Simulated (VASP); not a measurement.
Ga, 1 atom in the cell. The structure is cubic, space group Im-3m (No. 229). The conventional cell has a = 3.175 Å, b = 3.175 Å, c = 3.175 Å, α = 90.00°, β = 90.00°, γ = 90.00°. Ga (site symmetry m-3m) has 14 Ga at 2.75 to 3.17 Å within 3.6 Å. This isn't the form of Ga at room conditions, which is orthorhombic.

* Program: VASP 6.6.1
* Task: single point
* Functional: LDA
* Potentials or basis: VASP PAW LDA potentials, release 64 (Ga_d)
* Cutoff: 520 eV
* k mesh: 16 × 16 × 16
* Occupations: fermi-dirac, width 0.05 eV
* Spin: no spin polarisation
* Dipole correction: no
* Further INCAR settings: ALGO = Normal; EDIFF = 1e-06; NBANDS = 12

Potentials or basis: VASP PAW LDA potentials, release 64 (Ga_d).

Command:

```console
$ cat potpaw_LDA.64/Ga_d/POTCAR > POTCAR
$ mpirun -np 1 vasp_std > vasp.out
```

Hardware: 1 thread of Intel(R) Xeon(R) Platinum 8488C (Sapphire Rapids), on a shared host.

Q: Estimate the wall time of this run.

A: Run time: 13 s on 1 thread of Intel(R) Xeon(R) Platinum 8488C (Sapphire Rapids) (shared host), peak memory 0.14 GiB. Counts: scf iterations 10, k points 145.
